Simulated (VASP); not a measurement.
# HfN (F-43m) in VASP: notebook, part 2 of 2

VASP 6.6.1.

## (4) Relaxation of cell and atoms, PBEsol, target pressure 20 GPa, at which the enthalpy is minimised

Contents of INCAR:

```
SYSTEM = HfN
PREC = Accurate
ENCUT = 600
EDIFF = 1E-7
ISMEAR = -1
SIGMA = 0.1
LREAL = .FALSE.
LASPH = .TRUE.
NELM = 120
ALGO = Normal
ISIF = 3
LWAVE = .FALSE.
LCHARG = .FALSE.
GGA = PS
IBRION = 2
NSW = 80
EDIFFG = -0.01
PSTRESS = 200.0
GGA_COMPAT = .FALSE.
NELMIN = 4
```

Contents of KPOINTS:

```
regular mesh
0
G
  6 6 6
  0 0 0
```

Contents of POSCAR:

```
HfN
1.0
    0.0000000000      2.4550000000      2.4550000000
    2.4550000000      0.0000000000      2.4550000000
    2.4550000000      2.4550000000      0.0000000000
Hf N
1 1
Direct
    0.0000000000      0.0000000000      0.0000000000
    0.2500000000      0.2500000000      0.2500000000
```

Potentials or basis: VASP PAW PBE potentials, release 64 (Hf_pv, N).

Run with:

```sh
> cat potpaw_PBE.64/Hf_pv/POTCAR potpaw_PBE.64/N/POTCAR > POTCAR
> mpirun -np 1 vasp_std > vasp.out
```

OUTCAR:

```text
SYSTEM = HfN
   PREC = Accurate
   ENCUT = 600
   EDIFF = 1E-7
   ISMEAR = -1
   LREAL = .FALSE.
   LASPH = .TRUE.
   NELM = 120
   ISIF = 3
   GGA = PS
   IBRION = 2
   NSW = 80
   EDIFFG = -0.01
   PSTRESS = 200.0
   NELMIN = 4

 ion  position               nearest neighbor table
   1  0.000  0.000  0.000-   2 2.13   2 2.13   2 2.13   2 2.13
   2  0.250  0.250  0.250-   1 2.13   1 2.13   1 2.13   1 2.13

  LATTYP: Found a face centered cubic cell.
 ALAT       =     4.9100000000

  Lattice vectors:

 A1 = (   0.0000000000,   2.4550000000,   2.4550000000)
 A2 = (   2.4550000000,   0.0000000000,   2.4550000000)
 A3 = (   2.4550000000,   2.4550000000,   0.0000000000)

Analysis of symmetry for initial positions (statically):
=====================================================================
 Subroutine PRICEL returns:
 Original cell was already a primitive cell.

 Routine SETGRP: Setting up the symmetry group for a
 face centered cubic supercell.

 Subroutine GETGRP returns: Found 24 space group operations
 (whereof 24 operations were pure point group operations)
[... 140 lines left out ...]
  energy-cutoff  :      600.00
  volume of cell :       29.59
 maximum number of plane-waves:      1002
   NGX = 13   NGY = 13   NGZ = 13

--------------------------------------- Ionic step        1  -------------------------------------------

 number of electron      15.0000001 magnetization

 Free energy of the ion-electron system (eV)
  ---------------------------------------------------
  ext. energy  EPLUGINS =         0.00000000
  ---------------------------------------------------
  free energy    TOTEN  =       -22.26783707 eV

  energy without entropy =      -22.24784689  energy(sigma->0) =      -22.25784198

------------------------ aborting loop because EDIFF is reached ----------------------------------------

  FORCE on cell =-STRESS in cart. coord.  units (eV):
  Direction    XX          YY          ZZ          XY          YZ          ZX
  --------------------------------------------------------------------------------------
  -------------------------------------------------------------------------------------
  Total       -1.1351315     -1.1351315     -1.1351315      0.0000000      0.0000000      0.0000000
  in kB      -61.4571322    -61.4571322    -61.4571322      0.0000000      0.0000000      0.0000000
  external PRESSURE =    -261.4571322 kB  Pullay stress =     200.0000000 kB
[... 139 lines left out ...]
--------------------------------------- Ionic step        5  -------------------------------------------

 number of electron      14.9999999 magnetization

 Free energy of the ion-electron system (eV)
  ---------------------------------------------------
  ext. energy  EPLUGINS =         0.00000000
  ---------------------------------------------------
  free energy    TOTEN  =       -22.15643423 eV

  energy without entropy =      -22.13756778  energy(sigma->0) =      -22.14700100

 E-fermi :   6.5765     XC(G=0): -11.9380

 val. band max:        6.3529529340   @ k =   0.5000   0.3333   0.1667
 cond. band min:       6.7384043312   @ k =   0.3333   0.1667   0.0000
 fundamental gap:      0.3854513972
 Fermi energy:         6.5765449867

 k-point     1 :       0.0000    0.0000    0.0000
  band No.  band energies     occupation
      1     -24.1766      2.00000
      2     -24.1766      2.00000
      3     -24.1766      2.00000
      4     -10.1888      2.00000
      5       0.4903      2.00000
      6       0.4903      2.00000
      7       0.4903      2.00000
      8       6.0288      1.99168
      9       8.9521      0.00000
     10       8.9521      0.00000
     11      13.7993      0.00000
[... 241 lines left out ...]
  energy  without entropy=      -22.1375677761  energy(sigma->0) =      -22.14700100

  enthalpy is  TOTEN    =       -18.8526759995 eV   P V=        3.3037582267

 reached required accuracy - stopping structural energy minimisation
```

CONTCAR:

```text
HfN
   1.00000000000000
     0.0000000000000000    2.3653002782809511    2.3653002782809511
     2.3653002782809511    0.0000000000000000    2.3653002782809511
     2.3653002782809511    2.3653002782809511    0.0000000000000000
  Hf              N
     1     1
Direct
     0.0000000000000000    0.0000000000000000    0.0000000000000000
     0.2500000000000000    0.2500000000000000    0.2500000000000000

  0.00000000E+00  0.00000000E+00  0.00000000E+00
  0.00000000E+00  0.00000000E+00  0.00000000E+00
```

It took 25 s on 1 thread of AMD EPYC 7R13 (Zen 3), shared host; peak memory 0.14 GiB.

What came out:

- Free energy: -22.1564 eV
- Relaxed volume: 13.23 Å³/atom
- Relaxed cell: a = 3.345 Å, b = 3.345 Å, c = 3.345 Å, α = 60.00°, β = 60.00°, γ = 60.00°
- Space group after relaxing (to 0.1 Å): F-43m (No. 216)
- Energy change on relaxing (the run minimises the enthalpy): +55.7 meV/atom
- Ionic steps: 5
- Pressure after relaxing: 20.0 GPa
- Band gap on the k mesh: zero (an odd number of electrons rules out a gap without spin polarisation)

Step by step:
| step | energy change (eV) | largest force (eV/Å) | pressure (GPa) | volume (Å³) |
| --- | --- | --- | --- | --- |
| 1 | 0.0000 | 0.0000 | -6.15 | 29.59 |
| 2 | 2.7397 | 0.0000 | 141.42 | 20.41 |
| 3 | 0.0780 | 0.0000 | 16.91 | 26.76 |
| 4 | 0.1032 | 0.0000 | 19.27 | 26.53 |
| 5 | 0.1114 | 0.0000 | 20.00 | 26.47 |

Final structure:
```
CELL_PARAMETERS angstrom
0.00000 2.36530 2.36530
2.36530 0.00000 2.36530
2.36530 2.36530 0.00000
ATOMIC_POSITIONS crystal
Hf 0.00000 0.00000 0.00000
N 0.25000 0.25000 0.25000
```

Caveat: the k points lie up to 0.38 Å⁻¹ apart in the final cell, too coarse for converged energies and pressures of a metal; the cell is relaxed towards a set pressure, so the run minimises the enthalpy, not the energy; the PAW data sets were made with another functional, which shifts forces and pressure a little; spin-orbit coupling is left out, which moves the levels of the heavy elements.

## (5) Summary

| cell | gap on the mesh (eV) | pressure (GPa) |
| --- | --- | --- |
| relaxed to 5 GPa | none | 5.0 |
| relaxed to 10 GPa | none | 10.0 |
| relaxed to 20 GPa | none | 20.0 |

Alike in all rows: task relaxation of cell and atoms; level PBEsol; potentials or basis VASP PAW PBE potentials, release 64 (Hf_pv, N); no spin polarisation; k mesh 6 × 6 × 6; cutoff (eV) 600; smearing fermi-dirac 0.1 eV.

Caveats: all runs use coarse meshes; the cell is relaxed towards a set pressure, so the run minimises the enthalpy, not the energy; the PAW data sets were made with another functional, which shifts forces and pressure a little; spin-orbit coupling is left out, which moves the levels of the heavy elements.

Absolute energies hang on the potentials; compare differences alone.
